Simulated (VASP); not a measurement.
SiNi:

```xyz
4
Lattice="2.9623 0.0000 0.0000 0.0000 3.3021 0.0000 0.0000 0.0000 4.7084" Properties=species:S:1:pos:R:3 pbc="T T T"
Ni    1.4811    1.6510    1.6126
Ni    0.0000    0.0000    3.0958
Si    1.4811    1.6510    3.9699
Si    0.0000    0.0000    0.7385
```

This cell differs from its parent crystal: volume scaled by 1.02.

Base run:

```yaml
Program: VASP 6.6.1
Functional: PBE
Potentials_or_basis: VASP PAW PBE potentials, release 64 (Ni, Si)
Cutoff: 520 eV
k_mesh: 9 × 8 × 6
Occupations: fermi-dirac, width 0.05 eV
Spin: collinear spin, ferromagnetic start
Starting_moments: "[1.0, 1.0, 0.0, 0.0] μB"
```

Its results: band gap on the k mesh zero (filled and empty bands overlap); pressure 2.8 GPa; net moment 0.00 μB per cell; largest force 0.014 eV/Å.

**Question.** The run is repeated on the same cell with these changes: functional from PBE to BLYP. What comes out?

**Answer.** Band gap on the k mesh zero (filled and empty bands overlap); pressure 12.1 GPa; net moment 0.00 μB per cell; largest force 0.180 eV/Å.

BLYP binds less tightly than PBE, so the same cell stands under more pressure.

Caveats: the PAW data sets were made with another functional, which shifts forces and pressure a little (some runs).
